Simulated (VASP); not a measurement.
Write the native input for VASP 6.6.1 that does the following.

- Task: single point
- Functional: PBEsol
- Potentials or basis: VASP PAW PBE potentials, release 64 (Ga_d, Ni)
- Cutoff: 520 eV
- k mesh: 16 × 16 × 16
- Occupations: gaussian, width 0.15 eV
- Spin: no spin polarisation
- Dipole correction: no
- Further INCAR settings: ALGO = Normal; EDIFF = 1e-06; NBANDS = 18

The structure of GaNi lies in POSCAR:

```
GaNi
1.0
    2.7417000000      0.0000000000      0.0000000000
    0.0000000000      2.7417000000      0.0000000000
    0.0000000000      0.0000000000      2.7417000000
Ga Ni
1 1
Direct
    0.0000000000      0.0000000000      0.0000000000
    0.5000000000      0.5000000000      0.5000000000
```

This cell differs from its parent crystal: strain -0.050 along x and y, -0.050 along z.

These files were run (other wordings do the same):

INCAR

```
SYSTEM = GaNi
  ALGO = Normal
  EDIFF = 1E-6
  ENCUT = 520
  GGA = PS
  ISIF = 2
  ISMEAR = 0
  LASPH = .True.
  LCHARG = .True.
  LELF = .True.
  LREAL = .False.
  LVHAR = .True.
  LWAVE = .False.
  NBANDS = 18
  NELM = 80
  PREC = Accurate
  SIGMA = 0.15
```

KPOINTS

```
k-points
0
Gamma
  16 16 16
  0 0 0
```

Potentials or basis: VASP PAW PBE potentials, release 64 (Ga_d, Ni).

The run is started by

```console
$ cat potpaw_PBE.64/Ga_d/POTCAR potpaw_PBE.64/Ni/POTCAR > POTCAR
$ mpirun -np 1 vasp_std > vasp.out
```

Results of the run:

```
Pressure : 35.0 GPa
```

Caveat: the cell differs from its parent crystal (strain -0.050 along x and y, -0.050 along z); the PAW data sets were made with another functional, which shifts forces and pressure a little.

Wall time 28 s on 1 thread of Intel(R) Xeon(R) Platinum 8375C CPU @ 2.90GHz (Ice Lake), with other jobs on the host, peak memory 0.17 GiB.
